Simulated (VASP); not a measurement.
Input of a VASP 6.6.1 run:

Contents of INCAR:

```
SYSTEM = Mg
ALGO = Fast
EDIFF = 1E-6
ENCUT = 520
GGA = PS
ISIF = 2
ISMEAR = 0
LASPH = .TRUE.
LCHARG = .FALSE.
LREAL = .FALSE.
LWAVE = .FALSE.
NBANDS = 7
NELM = 80
PREC = Accurate
SIGMA = 0.1
```

File KPOINTS:

```
k-points
0
G
  10 10 10
  0 0 0
```

POSCAR

```
Mg
1.0
   -1.8028153796      1.8028153796      1.7157075649
    1.8028153796     -1.8028153796      1.7157075649
    1.8028153796      1.8028153796     -1.7157075649
Mg
1
Direct
    0.0000000000      0.0000000000      0.0000000000
```

Potentials or basis: VASP PAW PBE potentials, release 64 (Mg).

Command:

```sh
$ cat potpaw_PBE.64/Mg/POTCAR > POTCAR
$ mpirun -np 1 vasp_std > vasp.out
```

(1) Estimate the band gap on the k mesh.

(2) What does it give for the pressure?

## Answers

(1) zero (bands 1 and 2 overlap by 4.69 eV).

(2) 0.4 GPa.

Caveat: the PAW data sets were made with another functional, which shifts forces and pressure a little.
